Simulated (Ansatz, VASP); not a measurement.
# Two plane-wave programs on AlN

```
Al N
1.0
     0.00000    2.01828    2.01828
     2.01828    0.00000    2.01828
     2.01828    2.01828    0.00000
Al N
1 1
Direct
  0.50000 0.50000 0.50000
  0.00000 0.00000 0.00000
```

Change from the starting cell: strained cell.

Alike in both runs: functional LDA; k mesh 10 × 10 × 10; occupations gaussian, width 0.02 eV; no spin polarisation.

Ansatz relaxed the structure, and its values are those at the end. VASP's run is a single point on that final structure, the one shown.

```csv
,VASP,Ansatz
version,VASP 6.6.1,Ansatz 0.2.0
potentials or method,"VASP PAW LDA potentials, release 64 (Al, N), cutoff 600 eV","scalar-relativistic, plane waves, PAW"
valence electrons in the cell,8,8
```

VASP gave:

- gap on the k mesh at the Fermi level (eV): 4.51
- least direct gap on the mesh (eV): 5.84
- pressure (GPa): -4.6

Question: What did Ansatz give for the same quantities?

Answer: gap on the k mesh at the Fermi level (eV): 4.52; least direct gap on the mesh (eV): 5.82; pressure (GPa): -5.2.

Ansatz warns that its potentials were made for another functional, while VASP's fit it. LDA's correlation is that of Perdew and Zunger in VASP and of Perdew and Wang (1992) in Ansatz. Ansatz's warnings: stress scf threshold loose.
